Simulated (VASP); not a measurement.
# BiOs (Fm-3m) in VASP: further runs

Runs on BiOs. Level: PBE. Tasks: single point.

Everything below comes from runs of VASP 6.6.1. Logs are shortened: lines on timing, memory, paths and dates and some standing lists are left out, and cuts for length are marked.

## (1) The cell of the first run

It takes space group Fm-3m (No. 225, cubic). The conventional cell has a = 5.487 Å, b = 5.487 Å, c = 5.487 Å, α = 90.00°, β = 90.00°, γ = 90.00°. Os (site symmetry m-3m) has 6 Bi at 2.74 Å within 3.6 Å. Within 3.6 Å of Bi (site symmetry m-3m) lie 6 Os at 2.74 Å.

## (2) Single point, PBE (20.65 Å³/atom)

Input file INCAR:

```
SYSTEM = BiOs
  PREC = Accurate
  ENCUT = 520
  EDIFF = 1E-6
  ISMEAR = 0
  SIGMA = 0.05
  LREAL = .False.
  LASPH = .True.
  NELM = 60
  ALGO = Normal
  ISIF = 2
  LWAVE = .False.
  LCHARG = .False.
  GGA = PE
  NBANDS = 18
```

Input file KPOINTS:

```
Automatic mesh
0
Gamma
  10 10 10
  0 0 0
```

Input file POSCAR:

```
BiOs
1.0
    0.0000000000      2.7436207722      2.7436207722
    2.7436207722      0.0000000000      2.7436207722
    2.7436207722      2.7436207722      0.0000000000
Os Bi
1 1
Direct
    0.5000000000      0.5000000000      0.5000000000
    0.0000000000      0.0000000000      0.0000000000
```

Potentials or basis: VASP PAW PBE potentials, release 64 (Os, Bi_d).

Command:

```console
> cat potpaw_PBE.64/Os/POTCAR potpaw_PBE.64/Bi_d/POTCAR > POTCAR
> mpirun -np 1 vasp_std > vasp.out
```

OUTCAR:

```text
SYSTEM = BiOs
   PREC = Accurate
   ENCUT = 520
   EDIFF = 1E-6
   ISMEAR = 0
   LREAL = .False.
   LASPH = .True.
   NELM = 60
   ISIF = 2
   GGA = PE

 ion  position               nearest neighbor table
   1  0.500  0.500  0.500-   2 2.74   2 2.74   2 2.74   2 2.74   2 2.74   2 2.74
   2  0.000  0.000  0.000-   1 2.74   1 2.74   1 2.74   1 2.74   1 2.74   1 2.74

  LATTYP: Found a face centered cubic cell.
 ALAT       =     5.4872415444

  Lattice vectors:

 A1 = (   0.0000000000,   2.7436207722,   2.7436207722)
 A2 = (   2.7436207722,   0.0000000000,   2.7436207722)
 A3 = (   2.7436207722,   2.7436207722,   0.0000000000)

Analysis of symmetry for initial positions (statically):
=====================================================================
 Subroutine PRICEL returns:
 Original cell was already a primitive cell.

 Routine SETGRP: Setting up the symmetry group for a
 face centered cubic supercell.

 Subroutine GETGRP returns: Found 48 space group operations
 (whereof 48 operations were pure point group operations)
 out of a pool of 48 trial point group operations.

The static configuration has the point symmetry O_h .

Analysis of symmetry for dynamics (positions and initial velocities):
=====================================================================
 Subroutine PRICEL returns:
 Original cell was already a primitive cell.

 Routine SETGRP: Setting up the symmetry group for a
 face centered cubic supercell.

 Subroutine GETGRP returns: Found 48 space group operations
 (whereof 48 operations were pure point group operations)
 out of a pool of 48 trial point group operations.

The dynamic configuration has the point symmetry O_h .

 Subroutine INISYM returns: Found 48 space group operations
 (whereof 48 operations are pure point group operations),
 and found     1 'primitive' translations

----------------------------------------------------------------------------------------

                                     Primitive cell

  volume of cell :      41.3050

  direct lattice vectors                    reciprocal lattice vectors
     0.000000000  2.743620772  2.743620772    -0.182240930  0.182240930  0.182240930
     2.743620772  0.000000000  2.743620772     0.182240930 -0.182240930  0.182240930
     2.743620772  2.743620772  0.000000000     0.182240930  0.182240930 -0.182240930

  length of vectors
     3.880065706  3.880065706  3.880065706     0.315650549  0.315650549  0.315650549

  position of ions in fractional coordinates (direct lattice)
     0.500000000  0.500000000  0.500000000
     0.000000000  0.000000000  0.000000000

  ion indices of the primitive-cell ions
   primitive index   ion index
                 1           1
                 2           2

----------------------------------------------------------------------------------------

 KPOINTS: Automatic mesh

Automatic generation of k-mesh.
 Grid dimensions read from file:
 generate k-points for:   10   10   10

 Generating k-lattice:

  Cartesian coordinates                     Fractional coordinates (reciprocal lattice)
    -0.018224093  0.018224093  0.018224093     0.100000000  0.000000000  0.000000000
     0.018224093 -0.018224093  0.018224093     0.000000000  0.100000000  0.000000000
     0.018224093  0.018224093 -0.018224093     0.000000000  0.000000000  0.100000000

  Length of vectors
     0.031565055  0.031565055  0.031565055

  Shift w.r.t. Gamma in fractional coordinates (k-lattice)
     0.000000000  0.000000000  0.000000000

 Subroutine IBZKPT returns following result:
 ===========================================

 Found     47 irreducible k-points:

 Following reciprocal coordinates:
            Coordinates               Weight
  0.000000  0.000000  0.000000      1.000000
  0.100000  0.000000  0.000000      8.000000
  0.200000  0.000000  0.000000      8.000000
  0.300000  0.000000  0.000000      8.000000
  0.400000  0.000000  0.000000      8.000000
  0.500000  0.000000  0.000000      4.000000
[... 16 lines left out ...]
  0.300000  0.300000  0.000000      6.000000
  0.400000  0.300000  0.000000     24.000000
 [... further k-points ...]
   k-points           NKPTS =     47   k-points in BZ     NKDIM =     47   number of bands    NBANDS=     18
   number of dos      NEDOS =    301   number of ions     NIONS =      2
   total plane-waves  NPLWV =  27000
   dimension x,y,z NGX =    30 NGY =   30 NGZ =   30
   dimension x,y,z NGXF=    60 NGYF=   60 NGZF=   60
   ions per type =               1   1
   NGX,Y,Z   is equivalent  to a cutoff of  12.85, 12.85, 12.85 a.u.
   NGXF,Y,Z  is equivalent  to a cutoff of  25.71, 25.71, 25.71 a.u.
 SYSTEM =  BiOs
   PREC   = accura    normal or accurate (medium, high low for compatibility)
   ISTART =      0    job   : 0-new  1-cont  2-samecut
   ICHARG =      2    charge: 1-file 2-atom 10-const
   ISPIN  =      1    spin polarized calculation?
   LNONCOLLINEAR =      F non collinear calculations
   LSORBIT =      F    spin-orbit coupling
   LASPH  =      T    aspherical Exc in radial PAW
   ENCUT  =  520.0 eV  38.22 Ry    6.18 a.u.   7.21  7.21  7.21*2*pi/ulx,y,z
   NELM   =     60;   NELMIN=  2; NELMDL= -5     # of ELM steps
   EDIFF  = 0.1E-05   stopping-criterion for ELM
   LREAL  =      F    real-space projection
   EDIFFG = 0.1E-04   stopping-criterion for IOM
   NSW    =      0    number of steps for IOM
   IBRION =     -1    ionic relax: 0-MD 1-quasi-New 2-CG
   NFREE  =      0    steps in history (QN), initial steepest desc. (CG)
   ISIF   =      2    stress and relaxation
   ISYM   =      2    0-nonsym 1-usesym 2-fastsym
   POTIM  = 0.5000    time-step for ionic-motion
   TEBEG  =    0.0;   TEEND  =   0.0 temperature during run
   PSTRESS=    0.0 pullay stress
   NELECT =      23.0000    total number of electrons
   NUPDOWN=      -1.0000    fix difference up-down
   EMIN   =  10.00;   EMAX   =-10.00  energy-range for DOS
   EFERMI =   0.00;   METHOD = LEGACY
   ISMEAR =     0;   SIGMA  =   0.05  broadening in eV -4-tet -1-fermi 0-gaus
   EFERMI_NEDOS =   21; number of points for ismear=-14 and -15
   IALGO  =     38    algorithm
   IMIX   =      4    mixing-type and parameters
     AMIX     =   0.40;   BMIX     =  1.00
     AMIX_MAG =   1.60;   BMIX_MAG =  1.00
  volume/ion in A,a.u.               =      20.65       139.37
  Fermi-wavevector in a.u.,A,eV,Ry     =   1.346842  2.545163 24.680747  1.813984
  Thomas-Fermi vector in A             =   2.474641
   LORBIT       =      0    0 simple, 1 ext, 2 COOP (PROOUT), +10 PAW based schemes
   GGA     = PE    functional components
   LHFCALC =     F    Hartree Fock is set to
   AEXX    =    0.0000 exact exchange contribution
   IVDW    =     0    specifies the selected vdW correction
   LEPSILON=     F    determine dielectric tensor
   LRPA    =     F    only Hartree local field effects (RPA)
 non-spin polarized calculation
 Gauss-broadening in eV      SIGMA  =   0.05
  energy-cutoff  :      520.00
  volume of cell :       41.30
 maximum number of plane-waves:      1139
 NGX is ok and might be reduce to    30
   NGX = 15   NGY = 15   NGZ = 15

 number of electron      22.9999996 magnetization

 Free energy of the ion-electron system (eV)
  ---------------------------------------------------
  ext. energy  EPLUGINS =         0.00000000
  ---------------------------------------------------
  free energy    TOTEN  =       -12.28707655 eV

  energy without entropy =      -12.28313050  energy(sigma->0) =      -12.28510353

 E-fermi :   8.8022     XC(G=0): -11.9790

 val. band max:        8.8016986562   @ k =   0.3000   0.1000   0.0000
 cond. band min:       8.8046348331   @ k =   0.4000   0.2000   0.0000
 fundamental gap:      0.0029361769
 Fermi energy:         8.8021682714

 k-point     1 :       0.0000    0.0000    0.0000
  band No.  band energies     occupation
      1     -14.0619      2.00000
      2     -14.0619      2.00000
      3     -13.9648      2.00000
      4     -13.9648      2.00000
      5     -13.9648      2.00000
      6      -4.6748      2.00000
[... 10 lines left out ...]
     17      20.0350      0.00000
     18      20.0350      0.00000

 k-point     2 :       0.1000    0.0000    0.0000
  band No.  band energies     occupation
      1     -14.0563      2.00000
      2     -14.0563      2.00000
      3     -13.9628      2.00000
      4     -13.9602      2.00000
      5     -13.9602      2.00000
      6      -4.5217      2.00000
[... 10 lines left out ...]
     17      19.0854      0.00000
     18      19.5716      0.00000

 k-point     3 :       0.2000    0.0000    0.0000
  band No.  band energies     occupation
      1     -14.0425      2.00000
      2     -14.0425      2.00000
      3     -13.9577      2.00000
      4     -13.9478      2.00000
      5     -13.9478      2.00000
      6      -4.0758      2.00000
[... 10 lines left out ...]
     17      18.5458      0.00000
     18      18.5622      0.00000

 k-point     4 :       0.3000    0.0000    0.0000
  band No.  band energies     occupation
      1     -14.0267      2.00000
      2     -14.0267      2.00000
      3     -13.9514      2.00000
      4     -13.9309      2.00000
      5     -13.9309      2.00000
      6      -3.3900      2.00000
[... 10 lines left out ...]
     17      17.4608      0.00000
     18      18.7652      0.00000

 k-point     5 :       0.4000    0.0000    0.0000
  band No.  band energies     occupation
      1     -14.0149      2.00000
      2     -14.0149      2.00000
      3     -13.9464      2.00000
      4     -13.9161      2.00000
      5     -13.9161      2.00000
      6      -2.6219      2.00000
[... 10 lines left out ...]
     17      16.5180      0.00000
     18      19.1847      0.00000

 k-point     6 :       0.5000    0.0000    0.0000
  band No.  band energies     occupation
      1     -14.0106      2.00000
      2     -14.0106      2.00000
      3     -13.9445      2.00000
      4     -13.9102      2.00000
      5     -13.9102      2.00000
      6      -2.2180      2.00000
[... 10 lines left out ...]
     17      15.7976      0.00000
     18      19.2954      0.00000

 k-point     7 :       0.1000    0.1000    0.0000
  band No.  band energies     occupation
      1     -14.0584      2.00000
      2     -14.0517      2.00000
      3     -13.9678      2.00000
      4     -13.9561      2.00000
      5     -13.9561      2.00000
      6      -4.4733      2.00000
[... 10 lines left out ...]
     17      18.3276      0.00000
     18      19.6834      0.00000

 k-point     8 :       0.2000    0.1000    0.0000
  band No.  band energies     occupation
      1     -14.0504      2.00000
      2     -14.0402      2.00000
      3     -13.9672      2.00000
      4     -13.9458      2.00000
      5     -13.9443      2.00000
      6      -4.1336      2.00000
[... 10 lines left out ...]
     17      17.2346      0.00000
     18      19.2776      0.00000
[... 229 lines left out ...]
     17      19.2781      0.00000
     18      20.2420      0.00000

 k-point    20 :      -0.4000    0.2000    0.0000
  band No.  band energies     occupation
      1     -14.0341      2.00000
      2     -14.0048      2.00000
      3     -13.9379      2.00000
      4     -13.9195      2.00000
      5     -13.9073      2.00000
      6      -2.2331      2.00000
[... 10 lines left out ...]
     17      18.9387      0.00000
     18      20.5327      0.00000

 k-point    21 :      -0.3000    0.2000    0.0000
  band No.  band energies     occupation
      1     -14.0378      2.00000
      2     -14.0039      2.00000
      3     -13.9390      2.00000
      4     -13.9214      2.00000
      5     -13.9196      2.00000
      6      -2.6195      2.00000
[... 10 lines left out ...]
     17      18.1567      0.00000
     18      19.8546      0.00000

 k-point    22 :      -0.2000    0.2000    0.0000
  band No.  band energies     occupation
      1     -14.0410      2.00000
      2     -14.0126      2.00000
      3     -13.9493      2.00000
      4     -13.9336      2.00000
      5     -13.9237      2.00000
      6      -3.2240      2.00000
[... 10 lines left out ...]
     17      17.3818      0.00000
     18      19.2157      0.00000

 k-point    23 :       0.3000    0.3000    0.0000
  band No.  band energies     occupation
      1     -14.0410      2.00000
      2     -14.0384      2.00000
      3     -13.9861      2.00000
      4     -13.9086      2.00000
      5     -13.9086      2.00000
      6      -3.2246      2.00000
[... 10 lines left out ...]
     17      20.5869      0.00000
     18      20.5869      0.00000

 k-point    24 :       0.4000    0.3000    0.0000
  band No.  band energies     occupation
      1     -14.0479      2.00000
      2     -14.0304      2.00000
      3     -13.9850      2.00000
      4     -13.9001      2.00000
      5     -13.8983      2.00000
      6      -2.8452      2.00000
[... 10 lines left out ...]
     17      20.6034      0.00000
     18      20.8685      0.00000

 [... further k-points ...]
[... 5 lines left out ...]
  --------------------------------------------------------------------------------------
  -------------------------------------------------------------------------------------
  Total        2.1280275      2.1280275      2.1280275     -0.0000000      0.0000000     -0.0000000
  in kB       82.5440136     82.5440136     82.5440136     -0.0000000      0.0000000     -0.0000000
  external PRESSURE =      82.5440136 kB  Pullay stress =       0.0000000 kB

 VOLUME and BASIS-vectors are now :
 -----------------------------------------------------------------------------
  energy-cutoff  :      520.00
  volume of cell :       41.30
      direct lattice vectors                 reciprocal lattice vectors
     0.000000000  2.743620772  2.743620772    -0.182240930  0.182240930  0.182240930
     2.743620772  0.000000000  2.743620772     0.182240930 -0.182240930  0.182240930
     2.743620772  2.743620772  0.000000000     0.182240930  0.182240930 -0.182240930

 POSITION                                       TOTAL-FORCE (eV/Angst)
 -----------------------------------------------------------------------------------
      2.74362      2.74362      2.74362         0.000000     -0.000000      0.000000
      0.00000      0.00000      0.00000         0.000000      0.000000      0.000000
 -----------------------------------------------------------------------------------
    total drift:                               -0.000000      0.000000      0.000000

  FREE ENERGIE OF THE ION-ELECTRON SYSTEM (eV)
  ---------------------------------------------------
  free  energy   TOTEN  =       -12.2870765542 eV

  energy  without entropy=      -12.2831304962  energy(sigma->0) =      -12.28510353
```

Wall time 57 s (1 thread of Intel Xeon 8259CL, shared host); peak memory 0.19 GiB.

What came out:

```yaml
Free_energy: -12.2871 eV
Pressure: 8.3 GPa
Band_gap_on_the_k_mesh: zero (an odd number of electrons rules out a gap without spin polarisation)
```

Levels at points of the mesh, in eV from the Fermi level:
| k point | band 8 | band 9 | band 10 | band 11 | band 12 | band 13 | band 14 | band 15 |
| --- | --- | --- | --- | --- | --- | --- | --- | --- |
| (0.00, 0.00, 0.00) | -1.59 | -1.59 | -1.10 | -1.10 | 2.06 | 2.06 | 2.06 | 4.67 |
| (0.50, 0.00, 0.00) | -3.71 | -3.71 | -0.64 | -0.64 | -0.28 | 4.39 | 6.93 | 6.93 |
| (0.50, 0.50, 0.00) | -2.67 | -1.00 | -1.00 | -0.59 | -0.10 | -0.10 | 0.32 | 2.57 |

Caveat: the cell stands under pressure; spin-orbit coupling is left out, which moves the levels of the heavy elements.

## (3) Single point, PBE (20.98 Å³/atom)

This run uses another cell than the first one, of 20.98 Å³/atom.

Input file INCAR:

```
SYSTEM = BiOs
PREC = Accurate
ENCUT = 520
EDIFF = 1E-7
ISMEAR = 0
SIGMA = 0.05
LREAL = .FALSE.
LASPH = .TRUE.
NELM = 100
ALGO = Fast
ISIF = 2
LWAVE = .FALSE.
LCHARG = .TRUE.
GGA = PE
LELF = .TRUE.
LVHAR = .TRUE.
NBANDS = 18
```

Input file KPOINTS:

```
regular mesh
0
G
  10 10 10
  0 0 0
```

Input file POSCAR:

```
BiOs
1.0
    0.0000000000      2.7580611475      2.7580611475
    2.7580611475      0.0000000000      2.7580611475
    2.7580611475      2.7580611475      0.0000000000
Os Bi
1 1
Direct
    0.5000000000      0.5000000000      0.5000000000
    0.0000000000      0.0000000000      0.0000000000
```

Potentials or basis: VASP PAW PBE potentials, release 64 (Os, Bi_d).

Command:

```console
> cat potpaw_PBE.64/Os/POTCAR potpaw_PBE.64/Bi_d/POTCAR > POTCAR
> mpirun -np 1 vasp_std > vasp.out
```

Run time: 80 s. Hardware: 1 thread of Intel Xeon 8259CL, shared host; peak memory 0.19 GiB.

The run converged. Its results:

* Free energy: -12.3161 eV
* Pressure: 5.8 GPa
* Band gap on the k mesh: zero (an odd number of electrons rules out a gap without spin polarisation)

Levels at points of the mesh, in eV from the Fermi level:
```csv
k point,band 7,band 8,band 9,band 10,band 11,band 12,band 13,band 14,band 15,band 16
"(0.00, 0.00, 0.00)",-1.54,-1.54,-1.54,-1.08,-1.08,2.03,2.03,2.03,4.49,7.39
"(0.50, 0.00, 0.00)",-6.66,-3.63,-3.63,-0.61,-0.61,-0.26,4.36,6.80,6.80,6.94
"(0.50, 0.50, 0.00)",-4.42,-2.59,-0.98,-0.98,-0.57,-0.09,-0.09,0.30,2.47,9.34
```

Caveat: the cell stands under pressure; spin-orbit coupling is left out, which moves the levels of the heavy elements.

## (4) Single point, PBE (21.42 Å³/atom)

This run uses another cell than the first one, of 21.42 Å³/atom.

Input file INCAR:

```
PREC = Accurate
ENCUT = 520
EDIFF = 1E-7
ISMEAR = 0
SIGMA = 0.05
LREAL = False
LASPH = True
NELM = 100
ALGO = Normal
ISIF = 2
LWAVE = False
LCHARG = False
GGA = PE
NBANDS = 18
```

Input file KPOINTS:

```
regular mesh
0
Gamma
  10 10 10
```

Input file POSCAR:

```
BiOs
1.0
    0.0000000000      2.7770828599      2.7770828599
    2.7770828599      0.0000000000      2.7770828599
    2.7770828599      2.7770828599      0.0000000000
Os Bi
1 1
Direct
    0.5000000000      0.5000000000      0.5000000000
    0.0000000000      0.0000000000      0.0000000000
```

Command:

```console
> cat potpaw_PBE.64/Os/POTCAR potpaw_PBE.64/Bi_d/POTCAR > POTCAR
> mpirun -np 1 vasp_std > vasp.out
```

Wall time 57 s (1 thread of Intel Xeon 8259CL, shared host); peak memory 0.19 GiB.

It converged, with:

```yaml
Free_energy: -12.3397 eV
Pressure: 2.8 GPa
Band_gap_on_the_k_mesh: zero (an odd number of electrons rules out a gap without spin polarisation)
```

Levels at points of the mesh, in eV from the Fermi level:
| k point | band 8 | band 9 | band 10 | band 11 | band 12 | band 13 | band 14 | band 15 |
| --- | --- | --- | --- | --- | --- | --- | --- | --- |
| (0.00, 0.00, 0.00) | -1.47 | -1.47 | -1.05 | -1.05 | 1.99 | 1.99 | 1.99 | 4.26 |
| (0.50, 0.00, 0.00) | -3.52 | -3.52 | -0.57 | -0.57 | -0.24 | 4.33 | 6.64 | 6.64 |
| (0.50, 0.50, 0.00) | -2.49 | -0.94 | -0.94 | -0.56 | -0.07 | -0.07 | 0.27 | 2.34 |

Caveat: spin-orbit coupling is left out, which moves the levels of the heavy elements.

(Part 1 of 2 ends here.)
